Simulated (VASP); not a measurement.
Write the native input for VASP 6.6.1 that does the following.

```yaml
Task: relaxation of cell and atoms
Functional: r2SCAN
Potentials_or_basis: VASP PAW PBE potentials, release 64 (Zr_sv, H)
Cutoff: 600 eV
k_mesh: 7 × 7 × 7
Occupations: methfessel-paxton, width 0.1 eV
Spin: no spin polarisation
Dipole_correction: no
Further_INCAR_settings: ALGO = Normal; EDIFF = 1e-07; IBRION = 2; EDIFFG = -0.01; NSW = 80; ISIF = 3
```

ZrH3:

```
Zr H
1.0
     3.12604    0.00000    0.00000
     0.00000    3.12604    0.00000
     0.00000    0.00000    3.12604
Zr H
1 3
Direct
  0.00000 0.00000 0.00000
  0.00000 0.50000 0.50000
  0.50000 0.00000 0.50000
  0.50000 0.50000 0.00000
```

These files were run (other wordings do the same):

POSCAR

```
ZrH3
1.0
    3.1260380000      0.0000000000      0.0000000000
    0.0000000000      3.1260380000      0.0000000000
    0.0000000000      0.0000000000      3.1260380000
Zr H
1 3
Direct
    0.0000000000      0.0000000000      0.0000000000
    0.0000000000      0.5000000000      0.5000000000
    0.5000000000      0.0000000000      0.5000000000
    0.5000000000      0.5000000000      0.0000000000
```

INCAR.step1

```
SYSTEM = ZrH3
ALGO = Normal ; EDIFF = 1E-4
ENCUT = 600 ; GGA = PE
ISMEAR = 1 ; LASPH = .TRUE.
LCHARG = .FALSE. ; LREAL = .FALSE.
LWAVE = .TRUE. ; NELM = 60
PREC = Accurate ; SIGMA = 0.1
```

INCAR.step2

```
SYSTEM = ZrH3
ALGO = Normal ; EDIFF = 1E-7
EDIFFG = -0.01 ; ENCUT = 600
IBRION = 2 ; ISIF = 3
ISMEAR = 1 ; ISTART = 1
LASPH = .TRUE. ; LCHARG = .FALSE.
LMIXTAU = .TRUE. ; LREAL = .FALSE.
LWAVE = .FALSE. ; METAGGA = R2SCAN
NELM = 60 ; NSW = 80
PREC = Accurate ; SIGMA = 0.1
```

KPOINTS

```
k-points
0
G
  7 7 7
  0 0 0
```

Potentials or basis: VASP PAW PBE potentials, release 64 (Zr_sv, H).

Command:

```bash
$ cat potpaw_PBE.64/Zr_sv/POTCAR potpaw_PBE.64/H/POTCAR > POTCAR
$ cp INCAR.step1 INCAR
$ mpirun -np 1 vasp_std > vasp.out
$ cp INCAR.step2 INCAR
$ mpirun -np 1 vasp_std > vasp.out
```

It gave:

The relaxed volume is 7.56 Å³/atom. The relaxed cell is a = 3.115 Å, b = 3.115 Å, c = 3.115 Å, α = 90.00°, β = 90.00°, γ = 90.00°. The space group after relaxing (to 0.05 Å) is Pm-3m (No. 221) and the energy gained by relaxing is 0.4 meV/atom. The ionic steps are 2. The pressure after relaxing is -0.1 GPa.

Caveat: the PAW data sets were made with another functional, which shifts forces and pressure a little.

It took 72 s on 1 thread of Intel(R) Xeon(R) Platinum 8259CL CPU @ 2.50GHz (Skylake/Cascade Lake), on a shared host, peak memory 0.17 GiB.
